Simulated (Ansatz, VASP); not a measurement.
## Hg: VASP beside Ansatz

File INCAR:

```
PREC = Accurate
ENCUT = 520
EDIFF = 1E-7
ISMEAR = 0
SIGMA = 0.1
LREAL = False
LASPH = True
NELM = 60
ALGO = Normal
ISIF = 2
LWAVE = False
LCHARG = True
GGA = PE
LELF = True
LVHAR = True
NBANDS = 25
```

The input KPOINTS:

```
Automatic mesh
0
Gamma
  6 6 6
```

Contents of POSCAR:

```
Hg
1.0
    4.5400020208      0.0000000000      0.0000000000
   -2.2700010104      3.9317570832      0.0000000000
    0.0000000000      0.0000000000      3.8700000000
Hg
3
Direct
    0.3333333333      0.6666666667      0.5000000000
    0.0000000000      0.0000000000      0.0000000000
    0.6666666667      0.3333333333      0.5000000000
```

Input for Ansatz:

```yaml
crystal:
  lattice:
    - [4.5400020208, 0.0, 0.0]
    - [-2.2700010104, 3.9317570832, 0.0]
    - [0.0, 0.0, 3.87]
  atoms:
    - { symbol: Hg, position: [0.3333333333, 0.6666666667, 0.5] }
    - { symbol: Hg, position: [0.0, 0.0, 0.0] }
    - { symbol: Hg, position: [0.6666666667, 0.3333333333, 0.5] }
basis:
  ecutwfc: 420
kpoints:
  mp_grid: { grid: [6, 6, 6] }
hamiltonian:
  xc: pbe
scf:
  occupations: { method: gaussian, width: 0.1 }
output:
  forces: true
  stress: true
  eigenvalues: true
```

Alike in both runs: task single point; functional PBE; k mesh 6 × 6 × 6; occupations gaussian, width 0.1 eV; no spin polarisation.

```csv
,VASP,Ansatz
version,VASP 6.6.1,Ansatz 0.2.0
potentials or method,"VASP PAW PBE potentials, release 64 (Hg), cutoff 520 eV","scalar-relativistic, plane waves, PAW"
valence electrons in the cell,36,60
```

|  | VASP | Ansatz | Ansatz less VASP |
| --- | --- | --- | --- |
| gap on the k mesh at the Fermi level (eV) | none | none | - |
| pressure (GPa) | 13.8 | 13.0 | -0.81 |
| traceless stress, the component that is largest in VASP (GPa) | -9.00 | -8.46 | +0.546 |

A gap of «none» marks a metal or a gap that the smearing closes. VASP's potentials hold 36 valence electrons a cell and Ansatz's 60, so a difference there can come from the potentials and not from the codes.

Neither program's run includes spin-orbit coupling.
